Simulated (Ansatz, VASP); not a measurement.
**Two plane-wave programs on Cl**

```xyz
4
Lattice="4.0798 -2.4330 0.0000 4.0798 2.4330 0.0000 -2.2788 0.0000 10.5630" Properties=species:S:1:pos:R:3 pbc="T T T"
Cl    0.1843    0.0000    1.0521
Cl    5.6965    0.0000    9.5109
Cl    2.7533    0.0000    6.3378
Cl    3.1275    0.0000    4.2252
```

Alike in both runs: task single point; functional PBE; k mesh 4 × 4 × 2; occupations gaussian, width 0.1 eV; no spin polarisation.

|  | VASP | Ansatz |
| --- | --- | --- |
| version | VASP 6.6.1 | Ansatz 0.2.0 |
| potentials or method | VASP PAW PBE potentials, release 64 (Cl), cutoff 520 eV | scalar-relativistic, plane waves, PAW |
| valence electrons in the cell | 28 | 28 |

```tsv
	VASP	Ansatz	Ansatz less VASP
gap on the k mesh at the Fermi level (eV)	1.74	1.71	-0.035
least direct gap on the mesh (eV)	1.74	1.71	-0.035
pressure (GPa)	-2.3	-2.2	+0.13
traceless stress, the component that is largest in VASP (GPa)	-4.14	-3.94	+0.196
rms of the force components (eV/Å)	1.099	1.043	-0.0553
```

Atom by atom the forces differ by 0.055 eV/Å (rms over components).
